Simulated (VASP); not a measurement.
Crystal: SnSe2.

```
Sn Se
1.0
    -2.84696    2.84696    5.62796
     2.84696   -2.84696    5.62796
     2.84696    2.84696   -5.62796
Sn Se
2 4
Cartesian
  0.0000 2.8470 2.8140
  0.0000 0.0000 0.0000
  0.0000 2.8470 0.2452
  0.0000 0.0000 8.6871
  0.0000 0.0000 2.5688
  0.0000 2.8470 5.3828
```

| Quantity | Value |
| --- | --- |
| Program | VASP 6.6.1 |
| Task | relaxation of cell and atoms |
| Functional | PBEsol |
| Potentials or basis | VASP PAW PBE potentials, release 64 (Sn_d, Se) |
| Cutoff | 600 eV |
| k mesh | 6 × 6 × 6 |
| Occupations | fermi-dirac, width 0.02 eV |
| Spin | no spin polarisation |

At the start: pressure -2.2 GPa; volume 30.41 Å³/atom.

Problem. How do energy, volume and symmetry change on relaxing?

Solution. Over 23 steps the energy falls by 12.8 meV/atom and the volume is 28.05 Å³/atom (-7.8 %); space group I4_1/amd (No. 141, to 0.1 Å) before and after.

The path:
```csv
step,energy change (eV),largest force (eV/Å),pressure (GPa),volume (Å³)
1,0.0000,0.1440,-2.21,182.46
2,-0.0302,0.4153,1.34,171.62
3,-0.0505,0.1843,-0.15,175.67
4,-0.0614,0.0788,-0.02,173.84
5,-0.0619,0.0535,0.02,173.38
6,-0.0626,0.0451,-0.03,173.39
7,-0.0643,0.0203,-0.18,173.43
8,-0.0661,0.0273,-0.46,173.51
9,-0.0663,0.0259,-0.46,173.46
10,-0.0669,0.0217,-0.44,173.32
11,-0.0681,0.0136,-0.39,173.04
12,-0.0701,0.0039,-0.30,172.47
13,-0.0729,0.0416,-0.11,171.32
14,-0.0720,0.1278,0.31,169.01
15,-0.0735,0.0792,0.07,170.33
16,-0.0747,0.0640,0.05,169.84
17,-0.0762,0.0227,0.01,168.38
18,-0.0763,0.0161,0.00,168.14
19,-0.0765,0.0042,-0.04,168.31
20,-0.0765,0.0007,-0.05,168.36
21,-0.0765,0.0061,-0.07,168.46
22,-0.0766,0.0037,-0.06,168.43
23,-0.0766,0.0006,-0.01,168.30
```

Final structure:
```cif
data_structure
_symmetry_space_group_name_H-M 'P 1'
_symmetry_Int_Tables_number 1
_cell_length_a 6.6511
_cell_length_b 6.6511
_cell_length_c 6.6511
_cell_angle_alpha 130.050
_cell_angle_beta 130.050
_cell_angle_gamma 73.327
_cell_volume 168.30
loop_
_atom_site_label
_atom_site_type_symbol
_atom_site_fract_x
_atom_site_fract_y
_atom_site_fract_z
_atom_site_occupancy
Sn1 Sn 0.75000 0.25000 0.50000 1
Sn2 Sn 0.00000 0.00000 0.00000 1
Se1 Se 0.51147 0.01147 0.50000 1
Se2 Se 0.76147 0.76147 0.00000 1
Se3 Se 0.23853 0.23853 0.00000 1
Se4 Se 0.98853 0.48853 0.50000 1
```

Caveat: the PAW data sets were made with another functional, which shifts forces and pressure a little.
